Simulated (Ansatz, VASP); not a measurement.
## CsI in VASP and in Ansatz

```
CELL_PARAMETERS angstrom
4.58819 0.00000 0.00000
0.00000 4.58819 0.00000
0.00000 0.00000 4.58819
ATOMIC_POSITIONS crystal
Cs 0.00000 0.00000 0.00000
I 0.50000 0.50000 0.50000
```

Alike in both runs: task single point; functional PBE; k mesh 8 × 8 × 8; occupations gaussian, width 0.05 eV; no spin polarisation.

```csv
,VASP,Ansatz
version,VASP 6.6.1,Ansatz 0.2.0
potentials or method,"VASP PAW PBE potentials, release 64 (Cs_sv, I), cutoff 500 eV","scalar-relativistic, plane waves, PAW"
valence electrons in the cell,16,26
```

```csv
,VASP,Ansatz,Ansatz less VASP
gap on the k mesh at the Fermi level (eV),3.83,3.84,+0.013
least direct gap on the mesh (eV),3.92,3.93,+0.010
pressure (GPa),0.6,0.6,-0.04
```

VASP's potentials hold 16 valence electrons a cell and Ansatz's 26, so a difference there can come from the potentials and not from the codes.

Neither program's run includes spin-orbit coupling.
